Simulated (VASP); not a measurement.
The system is Pr.

```
CELL_PARAMETERS angstrom
3.66900 0.00000 0.00000
-1.83450 3.17745 0.00000
0.00000 0.00000 5.92000
ATOMIC_POSITIONS crystal
Pr 0.66667 0.33333 0.75000
Pr 0.33333 0.66667 0.25000
```

```yaml
Program: VASP 6.6.1
Task: relaxation of cell and atoms
Functional: LDA
Potentials_or_basis: VASP PAW PBE potentials, release 64 (Pr)
Cutoff: 600 eV
k_mesh: 6 × 6 × 4
Occupations: fermi-dirac, width 0.05 eV
Spin: collinear spin, ferromagnetic start
Starting_moments: "[2.0, 2.0] μB"
```

At the start: pressure -6.6 GPa; volume 34.51 Å³/atom.

How do energy, volume and symmetry change on relaxing?

Over 25 steps the energy falls by 432.4 meV/atom and the volume is 19.54 Å³/atom (-43.4 %); space group P6_3/mmc (No. 194, to 0.05 Å); moment 0.03 μB per cell.

The path:
| step | energy change (eV) | largest force (eV/Å) | pressure (GPa) | volume (Å³) |
| --- | --- | --- | --- | --- |
| 1 | 0.0000 | 0.0000 | -6.57 | 69.02 |
| 2 | 0.0124 | 0.0000 | -9.27 | 55.82 |
| 3 | 2.3547 | 0.0000 | 110.49 | 26.50 |
| 4 | -0.2729 | 0.0000 | -7.76 | 50.50 |
| 5 | -0.4947 | 0.0000 | 5.47 | 37.70 |
| 6 | -0.5373 | 0.0000 | -1.30 | 41.90 |
| 7 | -0.5407 | 0.0000 | -0.45 | 41.05 |
| 8 | -0.7407 | 0.0000 | 4.85 | 36.96 |
| 9 | -0.7448 | 0.0000 | 6.98 | 36.27 |
| 10 | -0.8549 | 0.0000 | 2.19 | 38.61 |
| 11 | -0.8580 | 0.0000 | 2.57 | 38.30 |
| 12 | -0.8546 | 0.0000 | -2.73 | 39.85 |
| 13 | -0.8647 | 0.0000 | 0.08 | 39.00 |
| 14 | -0.8647 | 0.0000 | 0.16 | 38.97 |
| 15 | -0.8647 | 0.0000 | 0.19 | 38.95 |
| 16 | -0.8649 | 0.0000 | -0.07 | 39.04 |
| 17 | -0.8649 | 0.0000 | 0.07 | 39.04 |
| 18 | -0.8649 | 0.0000 | -0.15 | 39.07 |
| 19 | -0.8649 | 0.0000 | 0.06 | 39.05 |
| 20 | -0.8649 | 0.0000 | 0.08 | 39.05 |
| 21 | -0.8649 | 0.0000 | 0.09 | 39.06 |
| 22 | -0.8649 | 0.0000 | 0.07 | 39.07 |
| 23 | -0.8649 | 0.0000 | 0.02 | 39.07 |
| 24 | -0.8649 | 0.0000 | -0.23 | 39.08 |
| 25 | -0.8649 | 0.0000 | -0.01 | 39.08 |

Final structure:
```
Pr
1.0
     2.82577    0.00000    0.00000
    -1.41289    2.44719    0.00000
     0.00000    0.00000    5.65116
Pr
2
Direct
  0.66667 0.33333 0.75000
  0.33333 0.66667 0.25000
```

Caveat: the magnetic or orbital state may not be the lowest; the electronic state changed during the relaxation; the volume moved by over 15 % at a fixed basis, so the end points are rough; the PAW data sets were made with another functional, which shifts forces and pressure a little; the volume moved by -43 % from the deposited cell, more than functionals usually miss.
